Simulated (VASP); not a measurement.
Here is a VASP 6.6.1 calculation.

INCAR

```
SYSTEM = HgTe
PREC = Accurate ; ENCUT = 520
EDIFF = 1E-6 ; ISMEAR = -1
SIGMA = 0.05 ; LREAL = .FALSE.
LASPH = .TRUE. ; NELM = 80
ALGO = Normal ; ISIF = 2
LWAVE = .FALSE. ; LCHARG = .TRUE.
GGA = PS ; IVDW = 12
LELF = .TRUE. ; LVHAR = .TRUE.
NBANDS = 26
```

The input KPOINTS:

```
regular mesh
0
G
  4 4 4
  0 0 0
```

File POSCAR:

```
HgTe
1.0
    2.9520736097     -3.4200728643      0.0000000000
    2.9520736097      3.4200728643      0.0000000000
    0.0000000000      0.0000000000      5.7197939209
Hg Te
2 2
Direct
    0.3430500000      0.6569500000      0.7500000000
    0.6569500000      0.3430500000      0.2500000000
    0.7848090000      0.2151910000      0.7500000000
    0.2151910000      0.7848090000      0.2500000000
```

Potentials or basis: VASP PAW PBE potentials, release 64 (Hg, Te).

Command:

```sh
$ cat potpaw_PBE.64/Hg/POTCAR potpaw_PBE.64/Te/POTCAR > POTCAR
$ mpirun -np 1 vasp_std > vasp.out
```

(1) Estimate the pressure.

(2) What does it give for the band gap on the k mesh?

(3) What does it give for the dispersion energy per atom?

Answers

(1) -3.6 GPa.

(2) zero (bands 18 and 19 overlap by 2.24 eV).

(3) -0.408 eV.

Caveat: three body term missing; the cell stands under tension; the PAW data sets were made with another functional, which shifts forces and pressure a little; spin-orbit coupling is left out, which moves the levels of the heavy elements.
